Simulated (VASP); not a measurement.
A run of VASP 6.6.1:

The input INCAR:

```
SYSTEM = BiTe
PREC = Accurate
ENCUT = 520
EDIFF = 1E-8
ISMEAR = -1
SIGMA = 0.08
LREAL = .FALSE.
LASPH = .TRUE.
NELM = 80
ALGO = Normal
ISIF = 2
LWAVE = .FALSE.
LCHARG = .FALSE.
GGA = CA
LEFG = .TRUE.
NBANDS = 18
```

Contents of KPOINTS:

```
Automatic mesh
0
G
  10 10 10
  0 0 0
```

The input POSCAR:

```
BiTe
1.0
    0.0000000000      3.2132879364      3.2132879364
    3.2132879364      0.0000000000      3.2132879364
    3.2132879364      3.2132879364      0.0000000000
Bi Te
1 1
Direct
    0.0000000000      0.0000000000      0.0000000000
    0.5000000000      0.5000000000      0.5000000000
```

Potentials or basis: VASP PAW LDA potentials, release 64 (Bi_d, Te).

Run with:

```sh
$ cat potpaw_LDA.64/Bi_d/POTCAR potpaw_LDA.64/Te/POTCAR > POTCAR
$ mpirun -np 1 vasp_std > vasp.out
```

Hardware: 1 thread of Intel(R) Xeon(R) 6975P-C (Granite Rapids), with other jobs on the host.

Problem. How long does it take, and how much memory?

Solution. Wall time 20 s on 1 thread of Intel(R) Xeon(R) 6975P-C (Granite Rapids), on a shared host, peak memory 0.2 GiB. Counts: scf iterations 13, k points 47.
